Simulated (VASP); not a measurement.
## Li2ZrO2: single point with PBE

Crystal: Li2ZrO2.

```
Li Zr O
1.0
    -1.82123    1.82123    3.56437
     1.82123   -1.82123    3.56437
     1.82123    1.82123   -3.56437
Li Zr O
2 1 2
Direct
  0.33285 0.33285 0.00000
  0.66715 0.66715 0.00000
  0.00000 0.00000 0.00000
  0.25000 0.75000 0.50000
  0.75000 0.25000 0.50000
```

```json
{
 "Program": "VASP 6.6.1",
 "Task": "single point",
 "Functional": "PBE",
 "Potentials or basis": "VASP PAW PBE potentials, release 64 (Li_sv, Zr_sv, O)",
 "Cutoff": "520 eV",
 "k mesh": "14 × 14 × 14",
 "Occupations": "gaussian, width 0.1 eV",
 "Spin": "no spin polarisation"
}
```

- Largest force: 0.018 eV/Å
- Band gap on the k mesh: zero (band 15 reaches 8.34 eV, above the bottom of band 16 at 8.06 eV)

Forces on the atoms (eV/Å):
```
Li   0.000  0.000  0.018
Li   0.000  0.000 -0.018
Zr   0.000  0.000  0.000
O    0.000  0.000  0.000
O    0.000  0.000  0.000
```

Levels at points of the mesh, in eV from the Fermi level:
```csv
k point,band 11,band 12,band 13,band 14,band 15,band 16,band 17,band 18,band 19,band 20
"(0.00, 0.00, 0.00)",-5.53,-4.69,-2.95,-2.72,-2.72,1.27,2.38,2.60,3.43,3.43
"(0.50, 0.00, 0.00)",-4.79,-4.77,-4.55,-4.19,-0.25,0.24,1.82,2.05,2.93,3.31
"(0.50, 0.50, 0.00)",-5.32,-5.06,-2.27,-2.06,-2.03,1.55,2.13,2.97,3.55,4.25
"(0.50, 0.50, 0.50)",-6.11,-3.55,-3.03,-3.03,-0.54,-0.24,1.52,1.74,1.74,3.34
```

Run time: 2.2 min on 1 thread of Intel(R) Xeon(R) 6975P-C (Granite Rapids), on a shared host, peak memory 0.39 GiB.
